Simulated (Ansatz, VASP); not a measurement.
## One calculation of Ru, two programs

Contents of INCAR:

```
  PREC = Accurate
  ENCUT = 600
  EDIFF = 1E-7
  ISMEAR = -1
  SIGMA = 0.05
  LREAL = F
  LASPH = T
  NELM = 80
  ALGO = Normal
  ISIF = 3
  LWAVE = F
  LCHARG = F
  GGA = RP
  IVDW = 13
  IBRION = 2
  NSW = 60
  EDIFFG = -0.01
```

KPOINTS

```
regular mesh
0
Gamma
  11 11 6
```

The input POSCAR:

```
Ru
1.0
    2.7058000000      0.0000000000      0.0000000000
   -1.3529000000      2.3432915376      0.0000000000
    0.0000000000      0.0000000000      4.2819000000
Ru
2
Direct
    0.6666666667      0.3333333333      0.7500000000
    0.3333333333      0.6666666667      0.2500000000
```

Contents of input.yaml:

```yaml
crystal:
  lattice:
    - [2.7058, 0.0, 0.0]
    - [-1.3529, 2.3432915376, 0.0]
    - [0.0, 0.0, 4.2819]
  atoms:
    - { symbol: Ru, position: [0.6666666667, 0.3333333333, 0.75] }
    - { symbol: Ru, position: [0.3333333333, 0.6666666667, 0.25] }
hamiltonian:
  xc: rpbe
  pseudopotentials: { kind: paw }
  dispersion: d4
kpoints:
  mp_grid: { grid: [11, 11, 6] }
scf:
  occupations: { method: fermi_dirac, width: 0.05 }
output:
  forces: true
  stress: true
relax:
  f_tol: 0.01
  max_steps: 40
  cell: { stress_tol: 0.05 }
```

Alike in both runs: task relaxation of cell and atoms; functional RPBE; dispersion D4; k mesh 11 × 11 × 6; occupations fermi-dirac, width 0.05 eV; no spin polarisation.

```csv
,VASP,Ansatz
version,VASP 6.6.1,Ansatz 0.2.0
potentials or method,"VASP PAW PBE potentials, release 64 (Ru_pv)",Ansatz PAW
plane-wave cutoff (eV),600,420
valence electrons in the cell,28,32
```

|  | VASP | Ansatz | Ansatz less VASP |
| --- | --- | --- | --- |
| relaxed volume (Å³/atom) | 13.48 | 13.48 | +0.007 |
| relaxed cell length with the largest relative difference (Å) | 2.699 | 2.699 | +0.0008 |

VASP's potentials were made for PBE, not for RPBE. VASP's potentials hold 28 valence electrons a cell and Ansatz's 32, so a difference there can come from the potentials and not from the codes.

Noted on Ansatz's run: the plane-wave basis is chosen anew once the cell has moved, so the energies of steps on either side of that aren't comparable.
